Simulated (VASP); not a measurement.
# BaTiO3 (Pm-3m) in VASP: relaxation of the atoms with r2SCAN

Aim: the relaxation of the atoms of BaTiO3 with r2SCAN.

Everything below comes from runs of VASP 6.6.1. Logs are shortened: lines on timing, memory, paths and dates and some standing lists are left out, and cuts for length are marked.

## (1) The cell of the first run

The structure is cubic, space group Pm-3m (No. 221). The conventional cell has a = 4.006 Å, b = 4.006 Å, c = 4.006 Å, α = 90.00°, β = 90.00°, γ = 90.00°. Ba (site symmetry m-3m) has 12 O at 2.83 Å and 8 Ti at 3.47 Å within 3.7 Å. Ti (site symmetry m-3m) has 6 O at 2.00 Å within 2.7 Å. O (site symmetry 4/mmm) has 2 Ti at 2.00 Å within 2.7 Å.

## (2) Relaxation of the atoms, r2SCAN

The input, POSCAR:

```
BaTiO3
1.0
    4.0060000000      0.0000000000      0.0000000000
    0.0000000000      4.0060000000      0.0000000000
    0.0000000000      0.0000000000      4.0060000000
Ba Ti O
1 1 3
Direct
    0.5000000000      0.5000000000      0.5000000000
    0.0000000000      0.0000000000      0.0000000000
    0.5000000000      0.0000000000      0.0000000000
    0.0000000000      0.5000000000      0.0000000000
    0.0000000000      0.0000000000      0.5000000000
```

The input, INCAR.step1:

```
SYSTEM = BaTiO3
PREC = Accurate ; ENCUT = 580
ISMEAR = -1 ; SIGMA = 0.01
LREAL = .False. ; LASPH = .True.
NELM = 120 ; GGA = PE
ALGO = Normal ; EDIFF = 1E-5
LWAVE = .True. ; LCHARG = .False.
GGA_COMPAT = .False. ; IBRION = 2
EDIFFG = -0.01 ; NELMIN = 4
NSW = 100
```

The input, INCAR.step2:

```
SYSTEM = BaTiO3
PREC = Accurate ; ENCUT = 580
EDIFF = 1E-7 ; ISMEAR = -1
SIGMA = 0.01 ; LREAL = .False.
LASPH = .True. ; NELM = 120
ALGO = Normal ; ISIF = 2
LWAVE = .False. ; LCHARG = .False.
METAGGA = R2SCAN ; LMIXTAU = .True.
IBRION = 2 ; NSW = 80
EDIFFG = -0.02 ; ISTART = 1
GGA_COMPAT = .False. ; NELMIN = 4
```

The input, KPOINTS:

```
regular mesh
0
Gamma
  8 8 8
  0 0 0
```

Potentials or basis: VASP PAW PBE potentials, release 64 (Ba_sv, Ti_sv, O).

Command:

```sh
$ cat potpaw_PBE.64/Ba_sv/POTCAR potpaw_PBE.64/Ti_sv/POTCAR potpaw_PBE.64/O/POTCAR > POTCAR
$ cp INCAR.step1 INCAR
$ mpirun -np 1 vasp_std > vasp.out
$ cp INCAR.step2 INCAR
$ mpirun -np 1 vasp_std > vasp.out
```

OUTCAR:

```text
SYSTEM = BaTiO3
   PREC = Accurate
   ENCUT = 580
   EDIFF = 1E-7
   ISMEAR = -1
   LREAL = .False.
   LASPH = .True.
   NELM = 120
   ISIF = 2
   METAGGA = R2SCAN
   IBRION = 2
   NSW = 80
   EDIFFG = -0.02
   ISTART = 1
   NELMIN = 4

 ion  position               nearest neighbor table
   1  0.500  0.500  0.500-   3 2.83   4 2.83   5 2.83   3 2.83   4 2.83   3 2.83   5 2.83   3 2.83
                             4 2.83   5 2.83   4 2.83   5 2.83   2 3.47   2 3.47   2 3.47   2 3.47
   2  0.000  0.000  0.000-   3 2.00   4 2.00   5 2.00   5 2.00   4 2.00   3 2.00   1 3.47   1 3.47
                             1 3.47   1 3.47   1 3.47   1 3.47   1 3.47   1 3.47
   3  0.500  0.000  0.000-   2 2.00   2 2.00   1 2.83   1 2.83   1 2.83   1 2.83
   4  0.000  0.500  0.000-   2 2.00   2 2.00   1 2.83   1 2.83   1 2.83   1 2.83
   5  0.000  0.000  0.500-   2 2.00   2 2.00   1 2.83   1 2.83   1 2.83   1 2.83

  LATTYP: Found a simple cubic cell.
 ALAT       =     4.0060000000

  Lattice vectors:

 A1 = (   4.0060000000,   0.0000000000,   0.0000000000)
 A2 = (   0.0000000000,   4.0060000000,   0.0000000000)
 A3 = (   0.0000000000,   0.0000000000,   4.0060000000)

Analysis of symmetry for initial positions (statically):
=====================================================================
 Subroutine PRICEL returns:
 Original cell was already a primitive cell.

 Routine SETGRP: Setting up the symmetry group for a
 simple cubic supercell.

 Subroutine GETGRP returns: Found 48 space group operations
 (whereof 48 operations were pure point group operations)
 out of a pool of 48 trial point group operations.

The static configuration has the point symmetry O_h .

Analysis of symmetry for dynamics (positions and initial velocities):
=====================================================================
 Subroutine PRICEL returns:
 Original cell was already a primitive cell.

 Routine SETGRP: Setting up the symmetry group for a
 simple cubic supercell.

 Subroutine GETGRP returns: Found 48 space group operations
 (whereof 48 operations were pure point group operations)
 out of a pool of 48 trial point group operations.

The dynamic configuration has the point symmetry O_h .

 Subroutine INISYM returns: Found 48 space group operations
 (whereof 48 operations are pure point group operations),
 and found     1 'primitive' translations

----------------------------------------------------------------------------------------

                                     Primitive cell

  volume of cell :      64.2884

  direct lattice vectors                    reciprocal lattice vectors
     4.006000000  0.000000000  0.000000000     0.249625562  0.000000000  0.000000000
     0.000000000  4.006000000  0.000000000     0.000000000  0.249625562  0.000000000
     0.000000000  0.000000000  4.006000000     0.000000000  0.000000000  0.249625562

  length of vectors
     4.006000000  4.006000000  4.006000000     0.249625562  0.249625562  0.249625562

  position of ions in fractional coordinates (direct lattice)
     0.500000000  0.500000000  0.500000000
     0.000000000  0.000000000  0.000000000
     0.500000000  0.000000000  0.000000000
     0.000000000  0.500000000  0.000000000
     0.000000000  0.000000000  0.500000000

  ion indices of the primitive-cell ions
   primitive index   ion index
                 1           1
                 2           2
                 3           3
                 4           4
                 5           5

----------------------------------------------------------------------------------------

 KPOINTS: regular mesh

Automatic generation of k-mesh.
 Grid dimensions read from file:
 generate k-points for:    8    8    8

 Generating k-lattice:

  Cartesian coordinates                     Fractional coordinates (reciprocal lattice)
     0.031203195  0.000000000  0.000000000     0.125000000  0.000000000  0.000000000
     0.000000000  0.031203195  0.000000000     0.000000000  0.125000000  0.000000000
     0.000000000  0.000000000  0.031203195     0.000000000  0.000000000  0.125000000

  Length of vectors
     0.031203195  0.031203195  0.031203195

  Shift w.r.t. Gamma in fractional coordinates (k-lattice)
     0.000000000  0.000000000  0.000000000

 Subroutine IBZKPT returns following result:
 ===========================================

 Found     35 irreducible k-points:

 Following reciprocal coordinates:
            Coordinates               Weight
  0.000000  0.000000  0.000000      1.000000
  0.125000  0.000000  0.000000      6.000000
  0.250000  0.000000  0.000000      6.000000
  0.375000  0.000000  0.000000      6.000000
  0.500000  0.000000  0.000000      3.000000
  0.125000  0.125000  0.000000     12.000000
[... 16 lines left out ...]
  0.375000  0.375000  0.125000     24.000000
  0.500000  0.375000  0.125000     24.000000
 [... further k-points ...]
   k-points           NKPTS =     35   k-points in BZ     NKDIM =     35   number of bands    NBANDS=     24
   number of dos      NEDOS =    301   number of ions     NIONS =      5
   total plane-waves  NPLWV =  32768
   dimension x,y,z NGX =    32 NGY =   32 NGZ =   32
   dimension x,y,z NGXF=    64 NGYF=   64 NGZF=   64
   ions per type =               1   1   3
   NGX,Y,Z   is equivalent  to a cutoff of  13.28, 13.28, 13.28 a.u.
   NGXF,Y,Z  is equivalent  to a cutoff of  26.56, 26.56, 26.56 a.u.
 SYSTEM =  BaTiO3
   PREC   = accura    normal or accurate (medium, high low for compatibility)
   ISTART =      1    job   : 0-new  1-cont  2-samecut
   ICHARG =      0    charge: 1-file 2-atom 10-const
   ISPIN  =      1    spin polarized calculation?
   LNONCOLLINEAR =      F non collinear calculations
   LSORBIT =      F    spin-orbit coupling
   LASPH  =      T    aspherical Exc in radial PAW
   ENCUT  =  580.0 eV  42.63 Ry    6.53 a.u.   7.87  7.87  7.87*2*pi/ulx,y,z
   NELM   =    120;   NELMIN=  4; NELMDL=  0     # of ELM steps
   EDIFF  = 0.1E-06   stopping-criterion for ELM
   LREAL  =      F    real-space projection
   EDIFFG = -.2E-01   stopping-criterion for IOM
   NSW    =     80    number of steps for IOM
   IBRION =      2    ionic relax: 0-MD 1-quasi-New 2-CG
   NFREE  =      1    steps in history (QN), initial steepest desc. (CG)
   ISIF   =      2    stress and relaxation
   ISYM   =      2    0-nonsym 1-usesym 2-fastsym
   POTIM  = 0.5000    time-step for ionic-motion
   TEBEG  =    0.0;   TEEND  =   0.0 temperature during run
   PSTRESS=    0.0 pullay stress
   NELECT =      40.0000    total number of electrons
   NUPDOWN=      -1.0000    fix difference up-down
   EMIN   =  10.00;   EMAX   =-10.00  energy-range for DOS
   EFERMI =   0.00;   METHOD = LEGACY
   ISMEAR =    -1;   SIGMA  =   0.01  broadening in eV -4-tet -1-fermi 0-gaus
   EFERMI_NEDOS =   21; number of points for ismear=-14 and -15
   IALGO  =     38    algorithm
   IMIX   =      4    mixing-type and parameters
     AMIX     =   0.40;   BMIX     =  1.00
     AMIX_MAG =   1.60;   BMIX_MAG =  1.00
  volume/ion in A,a.u.               =      12.86        86.77
  Fermi-wavevector in a.u.,A,eV,Ry     =   1.397603  2.641087 26.576187  1.953295
  Thomas-Fermi vector in A             =   2.520843
   LORBIT       =      0    0 simple, 1 ext, 2 COOP (PROOUT), +10 PAW based schemes
   METAGGA = R2SCAN    functional components
   LHFCALC =     F    Hartree Fock is set to
   AEXX    =    0.0000 exact exchange contribution
   IVDW    =     0    specifies the selected vdW correction
   LEPSILON=     F    determine dielectric tensor
   LRPA    =     F    only Hartree local field effects (RPA)
 conjugate gradient relaxation of ions
 non-spin polarized calculation
  energy-cutoff  :      580.00
  volume of cell :       64.29
 maximum number of plane-waves:      2064
 NGX is ok and might be reduce to    32
   NGX = 15   NGY = 15   NGZ = 15

 number of electron      39.9999998 magnetization

 Free energy of the ion-electron system (eV)
  ---------------------------------------------------
  ext. energy  EPLUGINS =         0.00000000
  ---------------------------------------------------
  free energy    TOTEN  =       -74.24098996 eV

  energy without entropy =      -74.24098996  energy(sigma->0) =      -74.24098996

 E-fermi :   3.8175     XC(G=0): -11.9040

 val. band max:        3.5106334318   @ k =   0.5000   0.5000   0.5000
 cond. band min:       5.6396909771   @ k =   0.0000   0.0000   0.0000
 fundamental gap:      2.1290575454
 Fermi energy:         3.8175167246

 k-point     1 :       0.0000    0.0000    0.0000
  band No.  band energies     occupation
      1     -55.3832      2.00000
      2     -30.5398      2.00000
      3     -30.5398      2.00000
      4     -30.5398      2.00000
      5     -21.9656      2.00000
      6     -14.3455      2.00000
[... 16 lines left out ...]
     23       5.6397      0.00000
     24       7.6613      0.00000

 k-point     2 :       0.1250    0.0000    0.0000
  band No.  band energies     occupation
      1     -55.3831      2.00000
      2     -30.5482      2.00000
      3     -30.5395      2.00000
      4     -30.5395      2.00000
      5     -21.9474      2.00000
      6     -14.3523      2.00000
[... 16 lines left out ...]
     23       5.9429      0.00000
     24       7.6626      0.00000

 k-point     3 :       0.2500    0.0000    0.0000
  band No.  band energies     occupation
      1     -55.3827      2.00000
      2     -30.5684      2.00000
      3     -30.5388      2.00000
      4     -30.5388      2.00000
      5     -21.9027      2.00000
      6     -14.4160      2.00000
[... 16 lines left out ...]
     23       6.5718      0.00000
     24       7.6654      0.00000

 k-point     4 :       0.3750    0.0000    0.0000
  band No.  band energies     occupation
      1     -55.3823      2.00000
      2     -30.5885      2.00000
      3     -30.5381      2.00000
      4     -30.5381      2.00000
      5     -21.8570      2.00000
      6     -14.5199      2.00000
[... 16 lines left out ...]
     23       7.1276      0.00000
     24       7.6678      0.00000

 k-point     5 :       0.5000    0.0000    0.0000
  band No.  band energies     occupation
      1     -55.3821      2.00000
      2     -30.5968      2.00000
      3     -30.5378      2.00000
      4     -30.5378      2.00000
      5     -21.8378      2.00000
      6     -14.5688      2.00000
[... 16 lines left out ...]
     23       7.3465      0.00000
     24       7.6687      0.00000

 k-point     6 :       0.1250    0.1250    0.0000
  band No.  band energies     occupation
      1     -55.3829      2.00000
      2     -30.5481      2.00000
      3     -30.5477      2.00000
      4     -30.5392      2.00000
      5     -21.9300      2.00000
      6     -14.3451      2.00000
[... 16 lines left out ...]
     23       6.1443      0.00000
     24       7.8819      0.00000
[... 379 lines left out ...]
 k-point    21 :       0.3750    0.2500    0.1250
  band No.  band energies     occupation
      1     -55.3816      2.00000
      2     -30.5866      2.00000
      3     -30.5659      2.00000
      4     -30.5454      2.00000
      5     -21.8022      2.00000
      6     -14.2367      2.00000
[... 16 lines left out ...]
     23       7.3389      0.00000
     24       8.8282      0.00000

 k-point    22 :       0.5000    0.2500    0.1250
  band No.  band energies     occupation
      1     -55.3814      2.00000
      2     -30.5948      2.00000
      3     -30.5655      2.00000
      4     -30.5451      2.00000
      5     -21.7872      2.00000
      6     -14.2443      2.00000
[... 16 lines left out ...]
     23       7.5153      0.00000
     24       8.8360      0.00000

 k-point    23 :       0.3750    0.3750    0.1250
  band No.  band energies     occupation
      1     -55.3812      2.00000
      2     -30.5858      2.00000
      3     -30.5854      2.00000
      4     -30.5447      2.00000
      5     -21.7718      2.00000
      6     -14.0933      2.00000
[... 16 lines left out ...]
     23       7.5901      0.00000
     24       9.0016      0.00000

 k-point    24 :       0.5000    0.3750    0.1250
  band No.  band energies     occupation
      1     -55.3810      2.00000
      2     -30.5937      2.00000
      3     -30.5852      2.00000
      4     -30.5444      2.00000
      5     -21.7591      2.00000
      6     -14.0439      2.00000
[... 16 lines left out ...]
     23       7.7208      0.00000
     24       9.0309      0.00000

 [... further k-points ...]
[... 5 lines left out ...]
  --------------------------------------------------------------------------------------
  -------------------------------------------------------------------------------------
  Total        0.0949109      0.0949109      0.0949109      0.0000000      0.0000000      0.0000000
  in kB        2.3653425      2.3653425      2.3653425      0.0000000      0.0000000      0.0000000
  external PRESSURE =       2.3653425 kB  Pullay stress =       0.0000000 kB

 VOLUME and BASIS-vectors are now :
 -----------------------------------------------------------------------------
  energy-cutoff  :      580.00
  volume of cell :       64.29
      direct lattice vectors                 reciprocal lattice vectors
     4.006000000  0.000000000  0.000000000     0.249625562  0.000000000  0.000000000
     0.000000000  4.006000000  0.000000000     0.000000000  0.249625562  0.000000000
     0.000000000  0.000000000  4.006000000     0.000000000  0.000000000  0.249625562

 POSITION                                       TOTAL-FORCE (eV/Angst)
 -----------------------------------------------------------------------------------
      2.00300      2.00300      2.00300         0.000000      0.000000      0.000000
      0.00000      0.00000      0.00000         0.000000      0.000000      0.000000
      2.00300      0.00000      0.00000         0.000000      0.000000      0.000000
      0.00000      2.00300      0.00000         0.000000      0.000000      0.000000
      0.00000      0.00000      2.00300         0.000000      0.000000      0.000000
 -----------------------------------------------------------------------------------
    total drift:                                0.000000      0.000000     -0.000000

  FREE ENERGIE OF THE ION-ELECTRON SYSTEM (eV)
  ---------------------------------------------------
  free  energy   TOTEN  =       -74.2409899555 eV

  energy  without entropy=      -74.2409899555  energy(sigma->0) =      -74.24098996

 reached required accuracy - stopping structural energy minimisation
```

Wall time 4.9 min (1 thread of Intel Xeon 8259CL, shared host); peak memory 0.23 GiB.

What came out:

```yaml
Free_energy: -74.2410 eV
Pressure_after_relaxing: 0.2 GPa
Band_gap_on_the_k_mesh: 2.13 eV, indirect (least direct gap 2.29 eV)
```

Final structure:
```
Ba Ti O
1.0
     4.00600    0.00000    0.00000
     0.00000    4.00600    0.00000
     0.00000    0.00000    4.00600
Ba Ti O
1 1 3
Direct
  0.50000 0.50000 0.50000
  0.00000 0.00000 0.00000
  0.50000 0.00000 0.00000
  0.00000 0.50000 0.00000
  0.00000 0.00000 0.50000
```

Levels at points of the mesh, in eV from the valence-band top:
```
           k point  band 17  band 18  band 19  band 20  band 21  band 22  band 23  band 24
(0.00, 0.00, 0.00)    -1.12    -0.16    -0.16    -0.16     2.13     2.13     2.13     4.15
(0.50, 0.00, 0.00)    -1.82    -1.82    -0.75    -0.75     2.28     3.84     3.84     4.16
(0.50, 0.50, 0.00)    -1.79    -0.89    -0.89    -0.09     3.84     3.84     4.28     5.06
(0.50, 0.50, 0.50)    -2.42     0.00     0.00     0.00     4.53     4.53     4.53     7.40
```

Caveat: the relaxation stopped at its first step, so nothing moved; the PAW data sets were made with another functional, which shifts forces and pressure a little; spin-orbit coupling is left out, which moves the levels of the heavy elements. A k mesh can miss the band edges.
